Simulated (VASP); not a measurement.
Wanted: the native input for a VASP 6.6.1 run.

| Quantity | Value |
| --- | --- |
| Task | single point |
| Functional | PBEsol |
| Dispersion | D3(BJ) |
| Potentials or basis | VASP PAW PBE potentials, release 64 (C) |
| Cutoff | 520 eV |
| k mesh | 16 × 16 × 16 |
| Occupations | gaussian, width 0.03 eV |
| Spin | no spin polarisation |
| Dipole correction | no |
| Further INCAR settings | ALGO = Normal; EDIFF = 1e-06; NBANDS = 11 |

The structure of C lies in POSCAR:

```
C
1.0
    0.0000000000      2.1279941339      3.3243844763
    1.2294111613      0.0000000000      3.3243844763
    1.2294111613      2.1279941339      0.0000000000
C
2
Direct
    0.1549584640      0.8450415360      0.1549584640
    0.8450415360      0.1549584640      0.8450415360
```

This cell differs from its parent crystal: atoms shifted along a free coordinate.

One way to write it, as run:

INCAR

```
PREC = Accurate
ENCUT = 520
EDIFF = 1E-6
ISMEAR = 0
SIGMA = 0.03
LREAL = F
LASPH = T
NELM = 80
ALGO = Normal
ISIF = 2
LWAVE = F
LCHARG = T
GGA = PS
IVDW = 12
LELF = T
LVHAR = T
NBANDS = 11
```

KPOINTS

```
Automatic mesh
0
Gamma
  16 16 16
```

Potentials or basis: VASP PAW PBE potentials, release 64 (C).

Launch:

```sh
$ cat potpaw_PBE.64/C/POTCAR > POTCAR
$ mpirun -np 1 vasp_std > vasp.out
```

It gave:

```yaml
Pressure: 5.9 GPa
Largest_force: 6.183 eV/Å
Band_gap_on_the_k_mesh: zero (bands 4 and 5 overlap by 0.42 eV)
Dispersion_energy_per_atom: -0.111 eV
```

Caveat: the cell differs from its parent crystal (atoms shifted along a free coordinate); the cell stands under pressure; the PAW data sets were made with another functional, which shifts forces and pressure a little.

It took 2.8 min on 1 thread of Intel Xeon 8259CL, with other jobs on the host, peak memory 0.23 GiB.
